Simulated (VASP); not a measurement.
The system is SnC3.

```
C Sn
1.0
     2.97889    0.00000    0.00000
     0.00000    2.97889    0.00000
     0.00000    0.00000    4.64352
C Sn
3 1
Direct
  0.50000 0.00000 0.82036
  0.50000 0.50000 0.00000
  0.00000 0.50000 0.17964
  0.00000 0.00000 0.50000
```

Base run:

* Program: VASP 6.6.1
* Functional: PBEsol
* Potentials or basis: VASP PAW PBE potentials, release 64 (C, Sn_d)
* Cutoff: 520 eV
* k mesh: 6 × 6 × 4, shifted
* Occupations: gaussian, width 0.01 eV
* Spin: no spin polarisation

Its results: band gap on the k mesh 1.07 eV, indirect (least direct gap 1.52 eV); pressure -2.9 GPa; largest force 0.355 eV/Å.

Q: The run is repeated on the same cell with these changes: k mesh from 6 × 6 × 4, shifted to 2 × 2 × 2. What comes out?

A: Band gap on the k mesh 0.15 eV, indirect (least direct gap 0.47 eV); pressure -2.8 GPa; largest force 1.277 eV/Å.

Caveats: some runs use coarse meshes; the PAW data sets were made with another functional, which shifts forces and pressure a little; spin-orbit coupling is left out, which moves the levels of the heavy elements.

A k mesh can miss the band edges.
